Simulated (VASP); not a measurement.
Here is a VASP 6.6.1 calculation.

File INCAR:

```
SYSTEM = Al8CN6
ALGO = Normal
EDIFF = 1E-6
ENCUT = 520
GGA = PS
GGA_COMPAT = .False.
ISIF = 2
ISMEAR = -1
ISPIN = 2
ISYM = -1
LASPH = .True.
LCHARG = .False.
LORBIT = 11
LREAL = Auto
LWAVE = .False.
MAGMOM = 0.429 0.429 0.429 0.429 0 0.429 0 0.429 0 0 0 0 0 0 0.429
NBANDS = 46
NELECT = 57.0
NELM = 200
PREC = Accurate
SIGMA = 0.05
```

File KPOINTS:

```
explicit points
4
Reciprocal
  0.25000000   0.25000000   0.25000000 2
  0.25000000   0.25000000   0.75000000 2
  0.25000000   0.75000000   0.25000000 2
  0.25000000   0.75000000   0.75000000 2
```

POSCAR

```
Al8CN6
1.0
    0.0000000000      4.3777220000      4.3777220000
    4.3777220000      0.0000000000      4.3777220000
    4.3777220000      4.3777220000      0.0000000000
Al N C
8 6 1
Direct
    0.0167300000      0.0101540000      0.0009830000
    0.5072680000      0.4922540000      0.4927300000
    0.9713940000      0.0308250000      0.4886760000
    0.4743500000      0.5173670000      0.0111030000
    0.0204770000      0.4989060000      0.0078390000
    0.4887590000      0.9553590000      0.5270210000
    0.4799620000      0.0299070000      0.9907220000
    0.9774630000      0.5027070000      0.5155880000
    0.1244520000      0.1087120000      0.1411820000
    0.6370930000      0.6460320000      0.1227230000
    0.1431010000      0.6009720000      0.1349240000
    0.6036320000      0.1456610000      0.6365340000
    0.6199470000      0.1421850000      0.1377920000
    0.1317350000      0.6382810000      0.6300690000
    0.6363230000      0.6375300000      0.5914000000
```

Potentials or basis: VASP PAW PBE potentials, release 64 (Al, N, C).

Run with:

```sh
$ cat potpaw_PBE.64/Al/POTCAR potpaw_PBE.64/N/POTCAR potpaw_PBE.64/C/POTCAR > POTCAR
$ mpirun -np 1 vasp_std > vasp.out
```

(1) What does it give for the site moments?

(2) Predict the largest force.

(3) Predict the net moment.

Answers

(1) Al +0.01, +0.00, +0.02, -0.00 (each value once); N +0.00, +0.11, +0.03, +0.02 (each value once); C +0.21 μB.

(2) 9.705 eV/Å.

(3) 0.94 μB per cell.

Caveat: the cell carries a net charge on a neutralising background, which shifts energy and pressure; a moment this small can come from the mesh or the smearing; the PAW data sets were made with another functional, which shifts forces and pressure a little.
